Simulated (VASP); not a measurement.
# KI (Pm-3m) in VASP: further runs, part 2 of 2

VASP 6.6.1. The steps go on from the part before.

## (3) Single point, LDA

File INCAR:

```
SYSTEM = KI
PREC = Accurate ; ENCUT = 520
EDIFF = 1E-7 ; ISMEAR = 0
SIGMA = 0.01 ; LREAL = .FALSE.
LASPH = .TRUE. ; NELM = 100
ALGO = Normal ; ISIF = 2
LWAVE = .FALSE. ; LCHARG = .FALSE.
GGA = CA ; NBANDS = 15
```

File KPOINTS:

```
Automatic mesh
0
G
  6 6 6
  0 0 0
```

File POSCAR:

```
KI
1.0
    4.2910851989      0.0000000000      0.0000000000
    0.0000000000      4.2910851989      0.0000000000
    0.0000000000      0.0000000000      4.2910851989
K I
1 1
Direct
    0.0000000000      0.0000000000      0.0000000000
    0.5000000000      0.5000000000      0.5000000000
```

Potentials or basis: VASP PAW LDA potentials, release 64 (K_sv, I).

Started as:

```sh
$ cat potpaw_LDA.64/K_sv/POTCAR potpaw_LDA.64/I/POTCAR > POTCAR
$ mpirun -np 1 vasp_std > vasp.out
```

OUTCAR:

```text
SYSTEM = KI
   PREC = Accurate
   ENCUT = 520
   EDIFF = 1E-7
   ISMEAR = 0
   LREAL = .FALSE.
   LASPH = .TRUE.
   NELM = 100
   ISIF = 2
   GGA = CA

 ion  position               nearest neighbor table
   1  0.000  0.000  0.000-
   2  0.500  0.500  0.500-

  LATTYP: Found a simple cubic cell.
 ALAT       =     4.2910851989

  Lattice vectors:

 A1 = (   4.2910851989,   0.0000000000,   0.0000000000)
 A2 = (   0.0000000000,   4.2910851989,   0.0000000000)
 A3 = (   0.0000000000,   0.0000000000,   4.2910851989)

Analysis of symmetry for initial positions (statically):
=====================================================================
 Subroutine PRICEL returns:
 Original cell was already a primitive cell.

 Routine SETGRP: Setting up the symmetry group for a
 simple cubic supercell.

 Subroutine GETGRP returns: Found 48 space group operations
 (whereof 48 operations were pure point group operations)
 out of a pool of 48 trial point group operations.

The static configuration has the point symmetry O_h .

Analysis of symmetry for dynamics (positions and initial velocities):
=====================================================================
 Subroutine PRICEL returns:
 Original cell was already a primitive cell.

 Routine SETGRP: Setting up the symmetry group for a
 simple cubic supercell.

 Subroutine GETGRP returns: Found 48 space group operations
 (whereof 48 operations were pure point group operations)
 out of a pool of 48 trial point group operations.

The dynamic configuration has the point symmetry O_h .

 Subroutine INISYM returns: Found 48 space group operations
 (whereof 48 operations are pure point group operations),
 and found     1 'primitive' translations

----------------------------------------------------------------------------------------

                                     Primitive cell

  volume of cell :      79.0135

  direct lattice vectors                    reciprocal lattice vectors
     4.291085199  0.000000000  0.000000000     0.233041283  0.000000000  0.000000000
     0.000000000  4.291085199  0.000000000     0.000000000  0.233041283  0.000000000
     0.000000000  0.000000000  4.291085199     0.000000000  0.000000000  0.233041283

  length of vectors
     4.291085199  4.291085199  4.291085199     0.233041283  0.233041283  0.233041283

  position of ions in fractional coordinates (direct lattice)
     0.000000000  0.000000000  0.000000000
     0.500000000  0.500000000  0.500000000

  ion indices of the primitive-cell ions
   primitive index   ion index
                 1           1
                 2           2

----------------------------------------------------------------------------------------

 KPOINTS: Automatic mesh

Automatic generation of k-mesh.
 Grid dimensions read from file:
 generate k-points for:    6    6    6

 Generating k-lattice:

  Cartesian coordinates                     Fractional coordinates (reciprocal lattice)
     0.038840214  0.000000000  0.000000000     0.166666667  0.000000000  0.000000000
     0.000000000  0.038840214  0.000000000     0.000000000  0.166666667  0.000000000
     0.000000000  0.000000000  0.038840214     0.000000000  0.000000000  0.166666667

  Length of vectors
     0.038840214  0.038840214  0.038840214

  Shift w.r.t. Gamma in fractional coordinates (k-lattice)
     0.000000000  0.000000000  0.000000000

 Subroutine IBZKPT returns following result:
 ===========================================

 Found     20 irreducible k-points:

 Following reciprocal coordinates:
            Coordinates               Weight
  0.000000  0.000000  0.000000      1.000000
  0.166667  0.000000  0.000000      6.000000
  0.333333  0.000000  0.000000      6.000000
  0.500000  0.000000  0.000000      3.000000
  0.166667  0.166667  0.000000     12.000000
  0.333333  0.166667  0.000000     24.000000
[... 12 lines left out ...]
  0.500000  0.500000  0.333333      6.000000
  0.500000  0.500000  0.500000      1.000000
   k-points           NKPTS =     20   k-points in BZ     NKDIM =     20   number of bands    NBANDS=     15
   number of dos      NEDOS =    301   number of ions     NIONS =      2
   total plane-waves  NPLWV =  32768
   dimension x,y,z NGX =    32 NGY =   32 NGZ =   32
   dimension x,y,z NGXF=    64 NGYF=   64 NGZF=   64
   ions per type =               1   1
   NGX,Y,Z   is equivalent  to a cutoff of  12.40, 12.40, 12.40 a.u.
   NGXF,Y,Z  is equivalent  to a cutoff of  24.79, 24.79, 24.79 a.u.
 SYSTEM =  KI
   PREC   = accura    normal or accurate (medium, high low for compatibility)
   ISTART =      0    job   : 0-new  1-cont  2-samecut
   ICHARG =      2    charge: 1-file 2-atom 10-const
   ISPIN  =      1    spin polarized calculation?
   LNONCOLLINEAR =      F non collinear calculations
   LSORBIT =      F    spin-orbit coupling
   LASPH  =      T    aspherical Exc in radial PAW
   ENCUT  =  520.0 eV  38.22 Ry    6.18 a.u.   7.98  7.98  7.98*2*pi/ulx,y,z
   NELM   =    100;   NELMIN=  2; NELMDL= -5     # of ELM steps
   EDIFF  = 0.1E-06   stopping-criterion for ELM
   LREAL  =      F    real-space projection
   EDIFFG = 0.1E-05   stopping-criterion for IOM
   NSW    =      0    number of steps for IOM
   IBRION =     -1    ionic relax: 0-MD 1-quasi-New 2-CG
   NFREE  =      0    steps in history (QN), initial steepest desc. (CG)
   ISIF   =      2    stress and relaxation
   ISYM   =      2    0-nonsym 1-usesym 2-fastsym
   POTIM  = 0.5000    time-step for ionic-motion
   TEBEG  =    0.0;   TEEND  =   0.0 temperature during run
   PSTRESS=    0.0 pullay stress
   NELECT =      16.0000    total number of electrons
   NUPDOWN=      -1.0000    fix difference up-down
   EMIN   =  10.00;   EMAX   =-10.00  energy-range for DOS
   EFERMI =   0.00;   METHOD = LEGACY
   ISMEAR =     0;   SIGMA  =   0.01  broadening in eV -4-tet -1-fermi 0-gaus
   EFERMI_NEDOS =   21; number of points for ismear=-14 and -15
   IALGO  =     38    algorithm
   IMIX   =      4    mixing-type and parameters
     AMIX     =   0.40;   BMIX     =  1.00
     AMIX_MAG =   1.60;   BMIX_MAG =  1.00
  volume/ion in A,a.u.               =      39.51       266.60
  Fermi-wavevector in a.u.,A,eV,Ry     =   0.961349  1.816686 12.574391  0.924192
  Thomas-Fermi vector in A             =   2.090713
   LORBIT       =      0    0 simple, 1 ext, 2 COOP (PROOUT), +10 PAW based schemes
   GGA     = CA    functional components
   LHFCALC =     F    Hartree Fock is set to
   AEXX    =    0.0000 exact exchange contribution
   IVDW    =     0    specifies the selected vdW correction
   LEPSILON=     F    determine dielectric tensor
   LRPA    =     F    only Hartree local field effects (RPA)
 non-spin polarized calculation
 Gauss-broadening in eV      SIGMA  =   0.01
  energy-cutoff  :      520.00
  volume of cell :       79.01
 maximum number of plane-waves:      2176
 NGX is ok and might be reduce to    32
   NGX = 15   NGY = 15   NGZ = 15

 number of electron      16.0000003 magnetization

 Free energy of the ion-electron system (eV)
  ---------------------------------------------------
  ext. energy  EPLUGINS =         0.00000000
  ---------------------------------------------------
  free energy    TOTEN  =        -6.05064097 eV

  energy without entropy =       -6.05064097  energy(sigma->0) =       -6.05064097

 E-fermi :   0.8037     XC(G=0):  -8.1299

 val. band max:        0.6774735859   @ k =   0.5000   0.5000   0.0000
 cond. band min:       3.6742692096   @ k =   0.0000   0.0000   0.0000
 fundamental gap:      2.9967956237
 Fermi energy:         0.8037048983

 k-point     1 :       0.0000    0.0000    0.0000
  band No.  band energies     occupation
      1     -28.3170      2.00000
      2     -12.0043      2.00000
      3     -12.0043      2.00000
      4     -12.0043      2.00000
      5     -10.5500      2.00000
      6       0.3071      2.00000
      7       0.3071      2.00000
      8       0.3071      2.00000
      9       3.6743      0.00000
     10       5.2233      0.00000
     11       5.2233      0.00000
     12       8.9220      0.00000
     13       8.9220      0.00000
     14       8.9220      0.00000
[... 329 lines left out ...]
      2     -12.0744      2.00000
      3     -12.0744      2.00000
      4     -12.0744      2.00000
      5     -10.0284      2.00000
      6      -1.0186      2.00000
      7      -1.0186      2.00000
      8      -1.0186      2.00000
      9       6.0859      0.00000
     10       6.0859      0.00000
     11       6.0859      0.00000
     12       9.3451      0.00000
     13       9.3451      0.00000
     14       9.3451      0.00000
     15       9.5083      0.00000

------------------------ aborting loop because EDIFF is reached ----------------------------------------

  FORCE on cell =-STRESS in cart. coord.  units (eV):
  Direction    XX          YY          ZZ          XY          YZ          ZX
  --------------------------------------------------------------------------------------
  -------------------------------------------------------------------------------------
  Total       -0.8299494     -0.8299494     -0.8299494     -0.0000000     -0.0000000      0.0000000
  in kB      -16.8290959    -16.8290959    -16.8290959     -0.0000000     -0.0000000      0.0000000
  external PRESSURE =     -16.8290959 kB  Pullay stress =       0.0000000 kB

 VOLUME and BASIS-vectors are now :
 -----------------------------------------------------------------------------
  energy-cutoff  :      520.00
  volume of cell :       79.01
      direct lattice vectors                 reciprocal lattice vectors
     4.291085199  0.000000000  0.000000000     0.233041283  0.000000000  0.000000000
     0.000000000  4.291085199  0.000000000     0.000000000  0.233041283  0.000000000
     0.000000000  0.000000000  4.291085199     0.000000000  0.000000000  0.233041283

 POSITION                                       TOTAL-FORCE (eV/Angst)
 -----------------------------------------------------------------------------------
      0.00000      0.00000      0.00000         0.000000      0.000000      0.000000
      2.14554      2.14554      2.14554         0.000000      0.000000      0.000000
 -----------------------------------------------------------------------------------
    total drift:                                0.000000      0.000000     -0.000000

  FREE ENERGIE OF THE ION-ELECTRON SYSTEM (eV)
  ---------------------------------------------------
  free  energy   TOTEN  =        -6.0506409710 eV

  energy  without entropy=       -6.0506409710  energy(sigma->0) =       -6.05064097
```

OSZICAR:

```text
N       E                     dE             d eps       ncg     rms          rms(c)
DAV:   1     0.882455705707E+02    0.88246E+02   -0.65032E+03   600   0.919E+02
DAV:   2    -0.603380813068E+00   -0.88849E+02   -0.81854E+02   775   0.225E+02
DAV:   3    -0.595653109709E+01   -0.53532E+01   -0.53271E+01   847   0.454E+01
DAV:   4    -0.616741793185E+01   -0.21089E+00   -0.21083E+00   895   0.872E+00
DAV:   5    -0.617076583070E+01   -0.33479E-02   -0.33478E-02   876   0.103E+00    0.283E+00
DAV:   6    -0.607704269667E+01    0.93723E-01   -0.56489E-02   768   0.185E+00    0.204E+00
DAV:   7    -0.605117762282E+01    0.25865E-01   -0.64324E-02   761   0.159E+00    0.795E-01
DAV:   8    -0.605074857363E+01    0.42905E-03   -0.13037E-02   698   0.863E-01    0.241E-01
DAV:   9    -0.605063499935E+01    0.11357E-03   -0.56188E-04   831   0.164E-01    0.928E-02
DAV:  10    -0.605064454828E+01   -0.95489E-05   -0.98612E-05   850   0.621E-02    0.444E-02
DAV:  11    -0.605064087430E+01    0.36740E-05   -0.10984E-05   817   0.179E-02    0.107E-02
DAV:  12    -0.605064097104E+01   -0.96742E-07   -0.74420E-07   740   0.463E-03
   1 F= -.60506410E+01 E0= -.60506410E+01  d E =-.492170E-73
```

stdout:

```text
POSCAR found type information on POSCAR K I
 POSCAR found :  2 types and       2 ions
 scaLAPACK will be used
 LDA part: xc-table for (Slater(with rela. corr.)+CA(PZ))
 , standard interpolation
 POSCAR, INCAR and KPOINTS ok, starting setup
 FFT: planning ... GRIDC
 FFT: planning ... GRID_SOFT
 FFT: planning ... GRID
 WAVECAR not read
 entering main loop
```

Run time: 21 s. Hardware: 1 thread of Intel Xeon 8259CL, shared host; peak memory 0.16 GiB.

Results:

```yaml
Free_energy: -6.0506 eV
Pressure: -1.7 GPa
Band_gap_on_the_k_mesh: 3.00 eV (least direct gap 3.37 eV)
```

Levels at points of the mesh, in eV from the valence-band top:
```
           k point  band 4  band 5  band 6  band 7  band 8  band 9  band 10  band 11  band 12  band 13
(0.00, 0.00, 0.00)  -12.68  -11.23   -0.37   -0.37   -0.37    3.00     4.55     4.55     8.24     8.24
(0.50, 0.00, 0.00)  -12.67  -10.91   -2.36   -0.30   -0.30    5.22     5.92     6.77     6.93     8.49
(0.50, 0.50, 0.00)  -12.66  -10.88   -1.75   -1.75    0.00    3.65     5.48     6.63     6.63     8.75
(0.50, 0.50, 0.50)  -12.75  -10.71   -1.70   -1.70   -1.70    5.41     5.41     5.41     8.67     8.67
```

Caveat: spin-orbit coupling is left out, which moves the levels of the heavy elements.
